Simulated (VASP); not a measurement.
# Mg3HO3 in VASP: a series of runs

Mg3HO3 is run at these levels: PBEsol; tasks: single point.

Everything below comes from runs of VASP 6.6.1. Logs are shortened: lines on timing, memory, paths and dates and some standing lists are left out, and cuts for length are marked.

**1. The cell of the first run**

The cell holds a slab with vacuum, 7 atoms: a = 2.980 Å, b = 2.980 Å, c = 21.240 Å, α = 90.00°, β = 90.00°, γ = 90.00°.

**2. Single point, PBEsol, collinear spin**

Contents of INCAR:

```
SYSTEM = Mg3HO3
  PREC = Accurate
  ENCUT = 520
  EDIFF = 1E-6
  ISMEAR = 0
  SIGMA = 0.05
  LREAL = .False.
  LASPH = .True.
  NELM = 150
  ALGO = Normal
  ISIF = 2
  LWAVE = .False.
  LCHARG = .False.
  ISPIN = 2
  MAGMOM = 0 0 0 0 0 0 1
  LORBIT = 11
  LDIPOL = .True.
  IDIPOL = 3
  DIPOL = 0.5 0.5 0.312
  GGA = PS
  NBANDS = 26
```

Contents of KPOINTS:

```
Automatic mesh
0
Gamma
  9 9 1
  0 0 0
```

Contents of POSCAR:

```
Mg3HO3
1.0
    2.9804137519      0.0000000000      0.0000000000
    0.0000000000      2.9804137519      0.0000000000
    0.0000000000      0.0000000000     21.2399431533
Mg O H
3 3 1
Direct
    0.5000000000      0.5000000000      0.1883244212
    0.0000000000      0.0000000000      0.2877909891
    0.5000000000      0.5000000000      0.3857349348
    0.0000000000      0.0000000000      0.1883244212
    0.5000000000      0.5000000000      0.2873494718
    0.0000000000      0.0000000000      0.3879456312
    0.1666666667      0.0000000000      0.4599797223
```

Potentials or basis: VASP PAW PBE potentials, release 64 (Mg, O, H).

Launch:

```
cat potpaw_PBE.64/Mg/POTCAR potpaw_PBE.64/O/POTCAR potpaw_PBE.64/H/POTCAR > POTCAR
mpirun -np 1 vasp_std > vasp.out
```

OUTCAR:

```text
SYSTEM = Mg3HO3
   PREC = Accurate
   ENCUT = 520
   EDIFF = 1E-6
   ISMEAR = 0
   LREAL = .False.
   LASPH = .True.
   NELM = 150
   ISIF = 2
   ISPIN = 2
   LORBIT = 11
   GGA = PS

 ion  position               nearest neighbor table
   1  0.500  0.500  0.188-   5 2.10   4 2.11   4 2.11   4 2.11   4 2.11   2 2.98   2 2.98   2 2.98
                             2 2.98
   2  0.000  0.000  0.288-   5 2.11   5 2.11   5 2.11   5 2.11   4 2.11   6 2.13   3 2.96   3 2.96
                             3 2.96   3 2.96   1 2.98   1 2.98   1 2.98   1 2.98
   3  0.500  0.500  0.386-   5 2.09   6 2.11   6 2.11   6 2.11   6 2.11   2 2.96   2 2.96   2 2.96
                             2 2.96
   4  0.000  0.000  0.188-   1 2.11   1 2.11   1 2.11   1 2.11   2 2.11
   5  0.500  0.500  0.287-   3 2.09   1 2.10   2 2.11   2 2.11   2 2.11   2 2.11
   6  0.000  0.000  0.388-   3 2.11   3 2.11   3 2.11   3 2.11   2 2.13
   7  0.167  0.000  0.460-

  LATTYP: Found a simple tetragonal cell.
 ALAT       =     2.9804137519
 C/A-ratio  =     7.1265082372

  Lattice vectors:

 A1 = (   2.9804137519,   0.0000000000,   0.0000000000)
 A2 = (   0.0000000000,   2.9804137519,   0.0000000000)
 A3 = (   0.0000000000,   0.0000000000,  21.2399431533)

Analysis of symmetry for initial positions (statically):
=====================================================================
 Subroutine PRICEL returns:
 Original cell was already a primitive cell.

 Routine SETGRP: Setting up the symmetry group for a
 simple tetragonal supercell.

 Subroutine GETGRP returns: Found  2 space group operations
 (whereof  2 operations were pure point group operations)
 out of a pool of 16 trial point group operations.

The static configuration has the point symmetry C_1h.

Analysis of symmetry for dynamics (positions and initial velocities):
=====================================================================
 Subroutine PRICEL returns:
 Original cell was already a primitive cell.

 Routine SETGRP: Setting up the symmetry group for a
 simple tetragonal supercell.

 Subroutine GETGRP returns: Found  2 space group operations
 (whereof  2 operations were pure point group operations)
 out of a pool of 16 trial point group operations.

The dynamic configuration has the point symmetry C_1h.

Analysis of structural, dynamic, and magnetic symmetry:
=====================================================================
 Subroutine PRICEL returns:
 Original cell was already a primitive cell.

 Routine SETGRP: Setting up the symmetry group for a
 simple tetragonal supercell.

 Subroutine GETGRP returns: Found  2 space group operations
 (whereof  2 operations were pure point group operations)
 out of a pool of 16 trial point group operations.

The overall configuration has the point symmetry C_1h.

 Subroutine INISYM returns: Found  2 space group operations
 (whereof  2 operations are pure point group operations),
 and found     1 'primitive' translations

----------------------------------------------------------------------------------------

                                     Primitive cell

  volume of cell :     188.6716

  direct lattice vectors                    reciprocal lattice vectors
     2.980413752  0.000000000  0.000000000     0.335523885  0.000000000  0.000000000
     0.000000000  2.980413752  0.000000000     0.000000000  0.335523885  0.000000000
     0.000000000  0.000000000 21.239943153     0.000000000  0.000000000  0.047081105

  length of vectors
     2.980413752  2.980413752 21.239943153     0.335523885  0.335523885  0.047081105

  position of ions in fractional coordinates (direct lattice)
     0.500000000  0.500000000  0.188324421
     0.000000000  0.000000000  0.287790989
     0.500000000  0.500000000  0.385734935
     0.000000000  0.000000000  0.188324421
     0.500000000  0.500000000  0.287349472
     0.000000000  0.000000000  0.387945631
     0.166666667  0.000000000  0.459979722

  ion indices of the primitive-cell ions
   primitive index   ion index
                 1           1
                 2           2
                 3           3
[... 56 lines left out ...]
 -0.333333  0.444444  0.000000      4.000000
   k-points           NKPTS =     25   k-points in BZ     NKDIM =     25   number of bands    NBANDS=     26
   number of dos      NEDOS =    301   number of ions     NIONS =      7
   total plane-waves  NPLWV =  92160
   dimension x,y,z NGX =    24 NGY =   24 NGZ =  160
   dimension x,y,z NGXF=    48 NGYF=   48 NGZF=  320
   ions per type =               3   3   1
   NGX,Y,Z   is equivalent  to a cutoff of  13.39, 13.39, 12.52 a.u.
   NGXF,Y,Z  is equivalent  to a cutoff of  26.77, 26.77, 25.05 a.u.
 SYSTEM =  Mg3HO3
   PREC   = accura    normal or accurate (medium, high low for compatibility)
   ISTART =      0    job   : 0-new  1-cont  2-samecut
   ICHARG =      2    charge: 1-file 2-atom 10-const
   ISPIN  =      2    spin polarized calculation?
   LNONCOLLINEAR =      F non collinear calculations
   LSORBIT =      F    spin-orbit coupling
   LASPH  =      T    aspherical Exc in radial PAW
   ENCUT  =  520.0 eV  38.22 Ry    6.18 a.u.   5.54  5.54 39.49*2*pi/ulx,y,z
   NELM   =    150;   NELMIN=  2; NELMDL= -5     # of ELM steps
   EDIFF  = 0.1E-05   stopping-criterion for ELM
   LREAL  =      F    real-space projection
[... 7 lines left out ...]
   TEBEG  =    0.0;   TEEND  =   0.0 temperature during run
   PSTRESS=    0.0 pullay stress
   NELECT =      25.0000    total number of electrons
   NUPDOWN=      -1.0000    fix difference up-down
   EMIN   =  10.00;   EMAX   =-10.00  energy-range for DOS
   EFERMI =   0.00;   METHOD = LEGACY
   ISMEAR =     0;   SIGMA  =   0.05  broadening in eV -4-tet -1-fermi 0-gaus
   EFERMI_NEDOS =   21; number of points for ismear=-14 and -15
   IALGO  =     38    algorithm
   IMIX   =      4    mixing-type and parameters
     AMIX     =   0.40;   BMIX     =  1.00
     AMIX_MAG =   1.60;   BMIX_MAG =  1.00
  volume/ion in A,a.u.               =      26.95       181.89
  Fermi-wavevector in a.u.,A,eV,Ry     =   0.834615  1.577193  9.477569  0.696582
  Thomas-Fermi vector in A             =   1.948036
   LORBIT       =     11    0 simple, 1 ext, 2 COOP (PROOUT), +10 PAW based schemes
   GGA     = PS    functional components
   LHFCALC =     F    Hartree Fock is set to
   AEXX    =    0.0000 exact exchange contribution
   IVDW    =     0    specifies the selected vdW correction
   LEPSILON=     F    determine dielectric tensor
   LRPA    =     F    only Hartree local field effects (RPA)
 spin polarized calculation
 Gauss-broadening in eV      SIGMA  =   0.05
  energy-cutoff  :      520.00
  volume of cell :      188.67
 maximum number of plane-waves:      5143
 NGX is ok and might be reduce to    24
   NGX = 11   NGY = 11   NGZ = 79

 dipolmoment           0.000000      0.000000     -0.002982 electrons x Angstroem

 number of electron      24.9999986 magnetization       0.7745135

 dipolmoment           0.000000      0.000000      0.172201 electrons x Angstroem

 Free energy of the ion-electron system (eV)
  ---------------------------------------------------
  ext. energy  EPLUGINS =         0.00000000
  ---------------------------------------------------
  free energy    TOTEN  =       -37.40291157 eV

  energy without entropy =      -37.40218229  energy(sigma->0) =      -37.40254693

 E-fermi :  -0.2455     XC(G=0):  -4.4046

 val. band max:       -0.2662048459   @ k =   0.4444   0.3333   0.0000
 cond. band min:      -0.1895982886   @ k =   0.2222   0.0000   0.0000
 fundamental gap:      0.0766065573
 Fermi energy:        -0.2455361840

 spin component 1

 k-point     1 :       0.0000    0.0000    0.0000
  band No.  band energies     occupation
      1     -20.6804      1.00000
      2     -20.0217      1.00000
      3     -19.4421      1.00000
      4      -7.8845      1.00000
      5      -6.6258      1.00000
      6      -5.0054      1.00000
[... 637 lines left out ...]
     23       8.3033      0.00000
     24       8.5956      0.00000

 [... further k-points ...]

 spin component 2

 k-point     1 :       0.0000    0.0000    0.0000
  band No.  band energies     occupation
      1     -20.6008      1.00000
      2     -19.8582      1.00000
      3     -19.3989      1.00000
      4      -7.4621      1.00000
      5      -6.3219      1.00000
      6      -4.8900      1.00000
[... 637 lines left out ...]
     23       8.5102      0.00000
     24       8.6501      0.00000

 [... further k-points ...]

 [bands above 24 left out]

------------------------ aborting loop because EDIFF is reached ----------------------------------------

 vacuum level on the upper side and lower side of the slab       (xc-potential included)         1.711        -1.710

  FORCE on cell =-STRESS in cart. coord.  units (eV):
  Direction    XX          YY          ZZ          XY          YZ          ZX
  --------------------------------------------------------------------------------------
  -------------------------------------------------------------------------------------
  Total       -2.5579046     -3.0369609      0.6022128      0.0000000      0.0000000      0.1023231
  in kB      -21.7214322    -25.7895233      5.1139216      0.0000000      0.0000000      0.8689160
  external PRESSURE =     -14.1323446 kB  Pullay stress =       0.0000000 kB

 VOLUME and BASIS-vectors are now :
 -----------------------------------------------------------------------------
  energy-cutoff  :      520.00
  volume of cell :      188.67
      direct lattice vectors                 reciprocal lattice vectors
     2.980413752  0.000000000  0.000000000     0.335523885  0.000000000  0.000000000
     0.000000000  2.980413752  0.000000000     0.000000000  0.335523885  0.000000000
     0.000000000  0.000000000 21.239943153     0.000000000  0.000000000  0.047081105

 POSITION                                       TOTAL-FORCE (eV/Angst)
 -----------------------------------------------------------------------------------
      1.49021      1.49021      4.00000         0.000617      0.000000      0.352819
      0.00000      0.00000      6.11266         0.024080      0.000000     -0.292889
      1.49021      1.49021      8.19299         0.026019      0.000000      0.966615
      0.00000      0.00000      4.00000         0.000776      0.000000     -0.359864
      1.49021      1.49021      6.10329         0.011754      0.000000      0.097945
      0.00000      0.00000      8.23994        -0.185086      0.000000     -0.942405
      0.49674      0.00000      9.76994         0.121840      0.000000      0.177780
 -----------------------------------------------------------------------------------
    total drift:                                0.000003     -0.000000      0.001246

  FREE ENERGIE OF THE ION-ELECTRON SYSTEM (eV)
  ---------------------------------------------------
  free  energy   TOTEN  =       -37.4029115694 eV

  energy  without entropy=      -37.4021822903  energy(sigma->0) =      -37.40254693

 vacuum level on the upper side and lower side of the slab         4.828         1.318

 total charge

# of ion       s       p       d       tot
------------------------------------------
    1        0.146   0.159   0.066   0.371
    2        0.154   0.181   0.079   0.414
    3        0.145   0.160   0.067   0.372
    4        1.539   3.489   0.000   5.027
    5        1.540   3.538   0.000   5.078
    6        1.561   3.464   0.000   5.025
    7        0.389   0.010   0.000   0.399
--------------------------------------------------
tot          5.473  11.000   0.212  16.685

 magnetization (x)

# of ion       s       p       d       tot
------------------------------------------
    1       -0.001   0.000   0.000  -0.001
    2        0.002   0.004   0.001   0.007
    3       -0.002   0.001   0.001   0.001
    4       -0.001   0.001   0.000   0.000
    5       -0.000   0.008   0.000   0.008
    6        0.021   0.138   0.000   0.158
    7        0.199   0.002   0.000   0.201
--------------------------------------------------
tot          0.219   0.154   0.002   0.375
```

It took 4.1 min on 1 thread of Intel Xeon 6975P-C (Granite Rapids), shared host; peak memory 0.45 GiB.

What came out:

```yaml
Free_energy: -37.4029 eV
Largest_force: 0.967 eV/Å
Net_moment: 0.77 μB per cell
Site_moments: Mg -0.00, +0.01, +0.00; O +0.00, +0.01, +0.16; H +0.20 μB
Valence_electrons_inside_the_program's_atomic_spheres: Mg 0.37, 0.41 (each value once); O 5.03, 5.08 (each value once); H 0.40
```

Forces on the atoms (eV/Å):
```
Mg   0.001  0.000  0.353
Mg   0.024  0.000 -0.293
Mg   0.026  0.000  0.967
O    0.001  0.000 -0.360
O    0.012  0.000  0.098
O   -0.185  0.000 -0.942
H    0.122  0.000  0.178
```

Caveat: a moment this small can come from the mesh or the smearing; the PAW data sets were made with another functional, which shifts forces and pressure a little.

**3. Single point, PBEsol, collinear spin**

Contents of INCAR:

```
SYSTEM = Mg3HO3
PREC     = Accurate       ! precision mode
ENCUT    = 520            ! plane-wave cutoff, eV
EDIFF    = 1E-7           ! SCF threshold, eV
ISMEAR   = 0              ! smearing method
SIGMA    = 0.05           ! smearing width, eV
LREAL    = .False.        ! projectors in reciprocal space
LASPH    = .True.         ! aspherical terms in the spheres
NELM     = 150            ! most SCF steps
ALGO     = Normal         ! electronic algorithm
ISIF     = 2              ! what is computed and relaxed
LWAVE    = .False.        ! write WAVECAR
LCHARG   = .False.        ! write CHGCAR
ISPIN    = 2              ! spin polarisation
MAGMOM   = 0 0 0 0 0 0 1  ! initial moments
LORBIT   = 11             ! projections on sites
LDIPOL   = .True.       
IDIPOL   = 3            
DIPOL    = 0.5 0.5 0.320
GGA      = PS             ! functional
NBANDS   = 26             ! bands
```

KPOINTS is that of step 2.

POSCAR, as its differences from that of step 2:

```diff
@@ -14,2 +14,2 @@
     0.0000000000      0.0000000000      0.3879456312
-    0.1666666667      0.0000000000      0.4599797223
+    0.1666666667      0.0000000000      0.5164770486
```

Potentials or basis: VASP PAW PBE potentials, release 64 (Mg, O, H).

Launch:

```
cat potpaw_PBE.64/Mg/POTCAR potpaw_PBE.64/O/POTCAR potpaw_PBE.64/H/POTCAR > POTCAR
mpirun -np 1 vasp_std > vasp.out
```

Wall time 3.9 min (1 thread of Intel Xeon 6975P-C (Granite Rapids), shared host); peak memory 0.45 GiB.

It converged, with:

```
Free energy                                           : -37.3498 eV
Largest force                                         : 0.436 eV/Å
Band gap on the k mesh                                : 1.58 eV (least direct gap 1.62 eV)
Net moment                                            : 1.00 μB per cell
Site moments                                          : Mg +0.00, -0.00 (each value once); O +0.00, +0.04 (each value once); H +0.36 μB
Valence electrons inside the program's atomic spheres : Mg 0.37, 0.41 (each value once); O 5.03, 5.08, 5.02; H 0.37
```

Forces in eV/Å, atoms in the order of the input:
```
Mg   0.000  0.000  0.436
Mg   0.001  0.000 -0.018
Mg  -0.004  0.000  0.202
O    0.000  0.000 -0.423
O    0.001  0.000  0.008
O   -0.006  0.000 -0.114
H    0.008  0.000 -0.092
```

Levels at points of the mesh, in eV from the valence-band top:
Spin up:
```tsv
k point	band 10	band 11	band 12	band 13	band 14	band 15	band 16	band 17
(0.00, 0.00, 0.00)	-0.46	-0.46	-0.06	-0.06	3.38	4.71	5.33	5.76
```
Spin down:
| k point | band 9 | band 10 | band 11 | band 12 | band 13 | band 14 | band 15 | band 16 |
| --- | --- | --- | --- | --- | --- | --- | --- | --- |
| (0.00, 0.00, 0.00) | -0.44 | -0.44 | -0.04 | -0.04 | 1.58 | 3.41 | 5.00 | 5.51 |

Caveat: the PAW data sets were made with another functional, which shifts forces and pressure a little.

The gap in the log of VASP goes by the Fermi energy; the results here count the filled bands.